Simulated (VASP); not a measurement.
Al7Cu, 8 atoms in the cell. It takes space group Fm-3m (No. 225, cubic). Conventional cell: a = 7.949 Å, b = 7.949 Å, c = 7.949 Å, α = 90.00°, β = 90.00°, γ = 90.00°. Al (site symmetry mmm) has 10 Al at 2.81 Å and 2 Cu at 2.81 Å within 3.7 Å. Within 3.7 Å of Al (site symmetry m-3m) lie 12 Al at 2.81 Å. Within 3.7 Å of Cu (site symmetry m-3m) lie 12 Al at 2.81 Å. 

| Property | Result |
| --- | --- |
| Program | VASP 6.6.1 |
| Task | relaxation of cell and atoms |
| Functional | PBE |
| Potentials or basis | VASP PAW PBE potentials, release 64 (Al, Cu) |
| Cutoff | 600 eV |
| k mesh | 8 × 8 × 8 |
| Occupations | gaussian, width 0.1 eV |
| Spin | no spin polarisation |
| Dipole correction | no |
| Further INCAR settings | ALGO = Fast; EDIFF = 1e-06; IBRION = 2; EDIFFG = -0.01; NSW = 100; ISIF = 3 |

Potentials or basis: VASP PAW PBE potentials, release 64 (Al, Cu).

Command:

```bash
$ cat potpaw_PBE.64/Al/POTCAR potpaw_PBE.64/Cu/POTCAR > POTCAR
$ mpirun -np 1 vasp_std > vasp.out
```

Hardware: 1 thread of Intel(R) Xeon(R) 6975P-C (Granite Rapids) (shared host).

**Question.** How long does it take, and how much memory?

**Answer.** Wall time 2.2 min on 1 thread of Intel(R) Xeon(R) 6975P-C (Granite Rapids), with other jobs on the host, peak memory 0.37 GiB. Counts: scf iterations 31, k points 29, ion steps 2.
